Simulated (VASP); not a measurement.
# Si15Rh (F-43m) in VASP: single point with PBEsol+U

Aim: the single point of Si15Rh with PBEsol+U.

Program: VASP 6.6.1. These are calculated values, not measurements. Logs are shortened: lines on timing, memory, paths and dates and some standing lists are left out, and cuts for length are marked.

### 1 The cell of the first run

Symmetry: F-43m, No. 216, cubic system. Conventional cell: a = 10.874 Å, b = 10.874 Å, c = 10.874 Å, α = 90.00°, β = 90.00°, γ = 90.00°. Within 3.1 Å of Rh (site symmetry -43m) lie 4 Si at 2.32 Å. Si (site symmetry 2mm) has 4 Si at 2.35 to 2.37 Å within 3.1 Å. Within 3.1 Å of Si (site symmetry -43m) lie 4 Si at 2.35 Å. Within 3.1 Å of Si (site symmetry 3m) lie 1 Rh at 2.32 Å and 3 Si at 2.37 Å. Within 3.1 Å of Si (site symmetry 3m) lie 4 Si at 2.35 Å.

### 2 Single point, PBEsol+U

INCAR reads:

```
ALGO = Normal ; EDIFF = 1E-7
ENCUT = 520 ; GGA = PS
ISIF = 2 ; ISMEAR = 0
LASPH = True ; LCHARG = False
LDAU = True ; LDAUJ = 0 0
LDAUL = 2 -1 ; LDAUPRINT = 1
LDAUTYPE = 2 ; LDAUU = 2 0
LMAXMIX = 4 ; LREAL = Auto
LWAVE = False ; NBANDS = 52
NELM = 150 ; PREC = Accurate
SIGMA = 0.05
```

KPOINTS reads:

```
k-points
0
Gamma
  3 3 3
```

POSCAR reads:

```
Si15Rh
1.0
    0.0000000000      5.4370000000      5.4370000000
    5.4370000000      0.0000000000      5.4370000000
    5.4370000000      5.4370000000      0.0000000000
Rh Si
1 15
Direct
    1.0000000000      1.0000000000      0.0000000000
    0.9990934051      0.9990934051      0.5009065949
    0.9990934051      0.5009065949      0.9990934051
    0.9990934051      0.5009065949      0.5009065949
    0.5009065949      0.9990934051      0.9990934051
    0.5009065949      0.9990934051      0.5009065949
    0.5009065949      0.5009065949      0.9990934051
    0.5000000000      0.5000000000      0.5000000000
    0.1232214265      0.1232214265      0.1232214265
    0.1232214265      0.1232214265      0.6303357206
    0.1232214265      0.6303357206      0.1232214265
    0.1251791258      0.6249402914      0.6249402914
    0.6303357206      0.1232214265      0.1232214265
    0.6249402914      0.1251791258      0.6249402914
    0.6249402914      0.6249402914      0.1251791258
    0.6249402914      0.6249402914      0.6249402914
```

Potentials or basis: VASP PAW PBE potentials, release 64 (Rh_pv, Si).

Started as:

```bash
$ cat potpaw_PBE.64/Rh_pv/POTCAR potpaw_PBE.64/Si/POTCAR > POTCAR
$ mpirun -np 1 vasp_std > vasp.out
```

OUTCAR:

```text
EDIFF = 1E-7
   ENCUT = 520
   GGA = PS
   ISIF = 2
   ISMEAR = 0
   LASPH = True
   LREAL = Auto
   NELM = 150
   PREC = Accurate

 ion  position               nearest neighbor table
   1  0.000  0.000  0.000-  10 2.32  11 2.32  13 2.32   9 2.32
   2  0.999  0.999  0.501-  12 2.35  14 2.35   9 2.37  10 2.37
   3  0.999  0.501  0.999-  12 2.35  15 2.35   9 2.37  11 2.37
   4  0.999  0.501  0.501-  16 2.35  12 2.35  10 2.37  11 2.37
   5  0.501  0.999  0.999-  14 2.35  15 2.35   9 2.37  13 2.37
   6  0.501  0.999  0.501-  16 2.35  14 2.35  10 2.37  13 2.37
[... 8 lines left out ...]
  15  0.625  0.625  0.125-   3 2.35   5 2.35   7 2.35   8 2.35
  16  0.625  0.625  0.625-   4 2.35   6 2.35   7 2.35   8 2.35

  LATTYP: Found a face centered cubic cell.
 ALAT       =    10.8740000000

  Lattice vectors:

 A1 = (   0.0000000000,   5.4370000000,   5.4370000000)
 A2 = (   5.4370000000,   0.0000000000,   5.4370000000)
 A3 = (   5.4370000000,   5.4370000000,   0.0000000000)

Analysis of symmetry for initial positions (statically):
=====================================================================
 Subroutine PRICEL returns:
 Original cell was already a primitive cell.

 Routine SETGRP: Setting up the symmetry group for a
 face centered cubic supercell.

 Subroutine GETGRP returns: Found 24 space group operations
 (whereof 24 operations were pure point group operations)
 out of a pool of 48 trial point group operations.

The static configuration has the point symmetry T_d .

Analysis of symmetry for dynamics (positions and initial velocities):
=====================================================================
 Subroutine PRICEL returns:
 Original cell was already a primitive cell.

 Routine SETGRP: Setting up the symmetry group for a
 face centered cubic supercell.

 Subroutine GETGRP returns: Found 24 space group operations
 (whereof 24 operations were pure point group operations)
 out of a pool of 48 trial point group operations.

The dynamic configuration has the point symmetry T_d .

 Subroutine INISYM returns: Found 24 space group operations
 (whereof 24 operations are pure point group operations),
 and found     1 'primitive' translations

----------------------------------------------------------------------------------------

                                     Primitive cell

  volume of cell :     321.4460

  direct lattice vectors                    reciprocal lattice vectors
     0.000000000  5.437000000  5.437000000    -0.091962479  0.091962479  0.091962479
     5.437000000  0.000000000  5.437000000     0.091962479 -0.091962479  0.091962479
     5.437000000  5.437000000  0.000000000     0.091962479  0.091962479 -0.091962479

  length of vectors
     7.689079139  7.689079139  7.689079139     0.159283687  0.159283687  0.159283687

  position of ions in fractional coordinates (direct lattice)
     0.000000000  0.000000000  0.000000000
     0.999093405  0.999093405  0.500906595
     0.999093405  0.500906595  0.999093405
     0.999093405  0.500906595  0.500906595
     0.500906595  0.999093405  0.999093405
     0.500906595  0.999093405  0.500906595
[... 8 lines left out ...]
     0.624940291  0.624940291  0.125179126
     0.624940291  0.624940291  0.624940291

  ion indices of the primitive-cell ions
   primitive index   ion index
                 1           1
                 2           2
                 3           3
                 4           4
                 5           5
                 6           6
[... 8 lines left out ...]
                15          15
                16          16

----------------------------------------------------------------------------------------
[... 43 lines left out ...]
   ISPIN  =      1    spin polarized calculation?
   LNONCOLLINEAR =      F non collinear calculations
   LSORBIT =      F    spin-orbit coupling
   LASPH  =      T    aspherical Exc in radial PAW
   ENCUT  =  520.0 eV  38.22 Ry    6.18 a.u.  14.30 14.30 14.30*2*pi/ulx,y,z
   NELM   =    150;   NELMIN=  2; NELMDL= -5     # of ELM steps
   EDIFF  = 0.1E-06   stopping-criterion for ELM
   LREAL  =      T    real-space projection
   EDIFFG = 0.1E-05   stopping-criterion for IOM
   NSW    =      0    number of steps for IOM
   IBRION =     -1    ionic relax: 0-MD 1-quasi-New 2-CG
   NFREE  =      0    steps in history (QN), initial steepest desc. (CG)
   ISIF   =      2    stress and relaxation
   ISYM   =      2    0-nonsym 1-usesym 2-fastsym
   POTIM  = 0.5000    time-step for ionic-motion
   TEBEG  =    0.0;   TEEND  =   0.0 temperature during run
   PSTRESS=    0.0 pullay stress
   NELECT =      75.0000    total number of electrons
   NUPDOWN=      -1.0000    fix difference up-down
   EMIN   =  10.00;   EMAX   =-10.00  energy-range for DOS
   EFERMI =   0.00;   METHOD = LEGACY
   ISMEAR =     0;   SIGMA  =   0.05  broadening in eV -4-tet -1-fermi 0-gaus
   EFERMI_NEDOS =   21; number of points for ismear=-14 and -15
   IALGO  =     38    algorithm
   IMIX   =      4    mixing-type and parameters
     AMIX     =   0.40;   BMIX     =  1.00
     AMIX_MAG =   1.60;   BMIX_MAG =  1.00
  volume/ion in A,a.u.               =      20.09       135.58
  Fermi-wavevector in a.u.,A,eV,Ry     =   1.007842  1.904546 13.820065  1.015746
  Thomas-Fermi vector in A             =   2.140672
   LORBIT       =      0    0 simple, 1 ext, 2 COOP (PROOUT), +10 PAW based schemes
 LDA+U is selected, type is set to LDAUTYPE =  2
   angular momentum for each species LDAUL =     2   -1
   U (eV)           for each species LDAUU =   2.0  0.0
   J (eV)           for each species LDAUJ =   0.0  0.0
   GGA     = PS    functional components
   LHFCALC =     F    Hartree Fock is set to
   AEXX    =    0.0000 exact exchange contribution
   IVDW    =     0    specifies the selected vdW correction
   LEPSILON=     F    determine dielectric tensor
   LRPA    =     F    only Hartree local field effects (RPA)
 non-spin polarized calculation
 Gauss-broadening in eV      SIGMA  =   0.05
  energy-cutoff  :      520.00
  volume of cell :      321.45
 maximum number of plane-waves:      8682
 NGX is ok and might be reduce to    60
   NGX = 29   NGY = 29   NGZ = 29

atom =   1  type =  1  l = 2

 onsite density matrix

spin component  1

  0.7156  0.0000  0.0000  0.0000 -0.0000
  0.0000  0.7156  0.0000  0.0000  0.0000
  0.0000  0.0000  0.8074  0.0000 -0.0000
  0.0000  0.0000  0.0000  0.7156 -0.0000
 -0.0000  0.0000 -0.0000 -0.0000  0.8074

spin component  2

  0.7156  0.0000  0.0000  0.0000 -0.0000
  0.0000  0.7156  0.0000  0.0000  0.0000
  0.0000  0.0000  0.8074  0.0000 -0.0000
  0.0000  0.0000  0.0000  0.7156 -0.0000
 -0.0000  0.0000 -0.0000 -0.0000  0.8074

 occupancies and eigenvectors

  o =  0.7156  v =  1.0000  0.0000  0.0000  0.0000  0.0000  0.0000  0.0000  0.0000  0.0000  0.0000      0.0000  0.0000  0.0000  0.0000  0.0000  0.0000  0.0000  0.0000  0.0000  0.0000
  o =  0.7156  v =  0.0000 -0.6381  0.0000  0.7699  0.0000  0.0000  0.0000  0.0000  0.0000  0.0000      0.0000  0.0000  0.0000  0.0000  0.0000  0.0000  0.0000  0.0000  0.0000  0.0000
  o =  0.7156  v =  0.0000  0.0000  0.0000  0.0000  0.0000  1.0000  0.0000  0.0000  0.0000  0.0000      0.0000  0.0000  0.0000  0.0000  0.0000  0.0000  0.0000  0.0000  0.0000  0.0000
  o =  0.7156  v =  0.0000  0.0000  0.0000  0.0000  0.0000  0.0000 -0.6381  0.0000  0.7699  0.0000      0.0000  0.0000  0.0000  0.0000  0.0000  0.0000  0.0000  0.0000  0.0000  0.0000
  o =  0.7156  v =  0.0000  0.0000  0.0000  0.0000  0.0000  0.0000  0.7699 -0.0000  0.6381  0.0000      0.0000  0.0000  0.0000  0.0000  0.0000  0.0000  0.0000  0.0000  0.0000  0.0000
  o =  0.7156  v =  0.0000  0.7699 -0.0000  0.6381  0.0000  0.0000  0.0000  0.0000  0.0000  0.0000      0.0000  0.0000  0.0000  0.0000  0.0000  0.0000  0.0000  0.0000  0.0000  0.0000
  o =  0.8074  v =  0.0000  0.0000  0.0000 -0.0000  1.0000  0.0000  0.0000  0.0000  0.0000  0.0000      0.0000  0.0000  0.0000  0.0000  0.0000  0.0000  0.0000  0.0000  0.0000  0.0000
  o =  0.8074  v =  0.0000  0.0000  0.0000  0.0000  0.0000  0.0000  0.0000  0.0000 -0.0000  1.0000      0.0000  0.0000  0.0000  0.0000  0.0000  0.0000  0.0000  0.0000  0.0000  0.0000
  o =  0.8074  v =  0.0000 -0.0000 -1.0000 -0.0000  0.0000  0.0000  0.0000  0.0000  0.0000  0.0000      0.0000  0.0000  0.0000  0.0000  0.0000  0.0000  0.0000  0.0000  0.0000  0.0000
  o =  0.8074  v =  0.0000  0.0000  0.0000  0.0000  0.0000  0.0000 -0.0000 -1.0000 -0.0000  0.0000      0.0000  0.0000  0.0000  0.0000  0.0000  0.0000  0.0000  0.0000  0.0000  0.0000

 number of electron      75.0000007 magnetization

 Free energy of the ion-electron system (eV)
  ---------------------------------------------------
  ext. energy  EPLUGINS =         0.00000000
  ---------------------------------------------------
  free energy    TOTEN  =       -91.79849638 eV

  energy without entropy =      -91.78054850  energy(sigma->0) =      -91.78952244

 E-fermi :   5.7108     XC(G=0):  -9.6722

 val. band max:        5.7107947211   @ k =   0.3333   0.0000   0.0000
 cond. band min:       5.8021543102   @ k =  -0.3333   0.3333   0.0000
 fundamental gap:      0.0913595891
 Fermi energy:         5.7108218034

 k-point     1 :       0.0000    0.0000    0.0000
  band No.  band energies     occupation
      1     -40.1051      2.00000
      2     -40.1051      2.00000
      3     -40.1051      2.00000
      4      -6.0257      2.00000
      5      -3.8423      2.00000
      6      -3.8423      2.00000
[... 197 lines left out ...]
     48       9.3267      0.00000
     49       9.3933      0.00000
 [bands above 49 left out]

------------------------ aborting loop because EDIFF is reached ----------------------------------------

  FORCE on cell =-STRESS in cart. coord.  units (eV):
  Direction    XX          YY          ZZ          XY          YZ          ZX
  --------------------------------------------------------------------------------------
  -------------------------------------------------------------------------------------
  Total       -2.4419029     -2.4419029     -2.4419029      0.0000000      0.0000000      0.0000000
  in kB      -12.1711323    -12.1711323    -12.1711323      0.0000000      0.0000000      0.0000000
  external PRESSURE =     -12.1711323 kB  Pullay stress =       0.0000000 kB

 VOLUME and BASIS-vectors are now :
 -----------------------------------------------------------------------------
  energy-cutoff  :      520.00
  volume of cell :      321.45
      direct lattice vectors                 reciprocal lattice vectors
     0.000000000  5.437000000  5.437000000    -0.091962479  0.091962479  0.091962479
     5.437000000  0.000000000  5.437000000     0.091962479 -0.091962479  0.091962479
     5.437000000  5.437000000  0.000000000     0.091962479  0.091962479 -0.091962479

 POSITION                                       TOTAL-FORCE (eV/Angst)
 -----------------------------------------------------------------------------------
      0.00000      0.00000      0.00000         0.000000      0.000000      0.000000
      8.15550      8.15550     10.86414         0.000000      0.000000     -0.011468
      8.15550     10.86414      8.15550         0.000000     -0.011468      0.000000
      5.44686      8.15550      8.15550         0.011468      0.000000      0.000000
     10.86414      8.15550      8.15550        -0.011468      0.000000      0.000000
      8.15550      5.44686      8.15550         0.000000      0.011468      0.000000
[... 8 lines left out ...]
      4.07840      4.07840      6.79560         0.001058      0.001058     -0.001058
      6.79560      6.79560      6.79560        -0.001058     -0.001058     -0.001058
 -----------------------------------------------------------------------------------
    total drift:                                0.000000      0.000000      0.000000

  FREE ENERGIE OF THE ION-ELECTRON SYSTEM (eV)
  ---------------------------------------------------
  free  energy   TOTEN  =       -91.7984963788 eV

  energy  without entropy=      -91.7805484969  energy(sigma->0) =      -91.78952244
```

Run time: 2.9 min. Hardware: 1 thread of Intel Xeon Platinum 8375C at 2.90GHz (Ice Lake), shared host; peak memory 0.47 GiB.

What came out:

- Free energy: -91.7985 eV
- Pressure: -1.2 GPa
- Largest force: 0.126 eV/Å
- Band gap on the k mesh: zero (an odd number of electrons rules out a gap without spin polarisation)

Forces on the atoms (eV/Å):
```
Rh   0.000  0.000  0.000
Si   0.000  0.000 -0.011
Si   0.000 -0.011  0.000
Si   0.011  0.000  0.000
Si  -0.011  0.000  0.000
Si   0.000  0.011  0.000
Si   0.000  0.000  0.011
Si   0.000  0.000  0.000
Si  -0.073 -0.073 -0.073
Si   0.073  0.073 -0.073
Si   0.073 -0.073  0.073
Si  -0.001  0.001  0.001
Si  -0.073  0.073  0.073
Si   0.001 -0.001  0.001
Si   0.001  0.001 -0.001
Si  -0.001 -0.001 -0.001
```

Eigenvalues of the final occupation matrices:
| site | spin | trace | eigenvalues |
| --- | --- | --- | --- |
| site 1 d | 1 | 3.76 | 0.72 0.72 0.72 0.81 0.81 |
| site 1 d | 2 | 3.76 | 0.72 0.72 0.72 0.81 0.81 |

Caveat: the PAW data sets were made with another functional, which shifts forces and pressure a little; U without spin polarisation on a metal has little footing; the U is typed as a test and isn't derived for this compound.
